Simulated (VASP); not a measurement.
A run of VASP 6.6.1:

POSCAR

```
InGaAs2
1.0
    4.3496489394      0.0000000000      0.0000000000
    0.0000000000      4.3496489394      0.0000000000
    0.0000000000      0.0000000000      6.1890865230
Ga As In
1 2 1
Direct
    0.0000000000      0.0000000000      0.0000000000
    0.0000000000      0.5000000000      0.2319781077
    0.5000000000      0.0000000000      0.7680218923
    0.5000000000      0.5000000000      0.5000000000
```

File INCAR.step1:

```
SYSTEM = InGaAs2
PREC = Accurate ; ENCUT = 520
ISMEAR = -1 ; SIGMA = 0.02
LREAL = .FALSE. ; LASPH = .TRUE.
NELM = 100 ; NBANDS = 26
GGA = PE ; ALGO = Normal
EDIFF = 1E-4 ; LWAVE = .TRUE.
LCHARG = .FALSE.
```

The input INCAR.step2:

```
SYSTEM = InGaAs2
PREC = Accurate ; ENCUT = 520
EDIFF = 1E-7 ; ISMEAR = -1
SIGMA = 0.02 ; LREAL = .FALSE.
LASPH = .TRUE. ; NELM = 100
ALGO = Normal ; ISIF = 2
LWAVE = .FALSE. ; LCHARG = .TRUE.
METAGGA = R2SCAN ; LMIXTAU = .TRUE.
LELF = .TRUE. ; LVHAR = .TRUE.
NBANDS = 26 ; ISTART = 1
```

The input KPOINTS:

```
regular mesh
0
G
  6 6 4
  0 0 0
```

Potentials or basis: VASP PAW PBE potentials, release 64 (Ga_d, As, In_d).

Run with:

```console
$ cat potpaw_PBE.64/Ga_d/POTCAR potpaw_PBE.64/As/POTCAR potpaw_PBE.64/In_d/POTCAR > POTCAR
$ cp INCAR.step1 INCAR
$ mpirun -np 1 vasp_std > vasp.out
$ cp INCAR.step2 INCAR
$ mpirun -np 1 vasp_std > vasp.out
```

Hardware: 1 thread of Intel(R) Xeon(R) Platinum 8488C (Sapphire Rapids), on a shared host.

Estimate the wall time of this run.

Run time: 3 min on 1 thread of Intel(R) Xeon(R) Platinum 8488C (Sapphire Rapids), with other jobs on the host, peak memory 0.29 GiB. Counts: k points 30.
